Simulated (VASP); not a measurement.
A run of VASP 6.6.1:

File INCAR:

```
PREC = Accurate ; ENCUT = 500
EDIFF = 1E-6 ; ISMEAR = -1
SIGMA = 0.05 ; LREAL = F
LASPH = T ; NELM = 120
ALGO = Normal ; ISIF = 2
LWAVE = F ; LCHARG = F
GGA = CA ; NBANDS = 25
GGA_COMPAT = F
```

KPOINTS

```
regular mesh
0
Gamma
  6 6 6
```

File POSCAR:

```
Ti
1.0
    0.0000000000      3.3052000000      3.3052000000
    3.3052000000      0.0000000000      3.3052000000
    3.3052000000      3.3052000000      0.0000000000
Ti
3
Direct
    0.7500000000      0.7500000000      0.7500000000
    0.2500000000      0.2500000000      0.2500000000
    0.0000000000      0.0000000000      0.0000000000
```

Potentials or basis: VASP PAW LDA potentials, release 64 (Ti_sv).

Launch:

```sh
$ cat potpaw_LDA.64/Ti_sv/POTCAR > POTCAR
$ mpirun -np 1 vasp_std > vasp.out
```

Hardware: 1 thread of Intel(R) Xeon(R) Platinum 8488C (Sapphire Rapids) (shared host).

Q: How long does it take, and how much memory?

A: Wall time 39 s on 1 thread of Intel(R) Xeon(R) Platinum 8488C (Sapphire Rapids), with other jobs on the host, peak memory 0.17 GiB. Counts: scf iterations 15, k points 16.
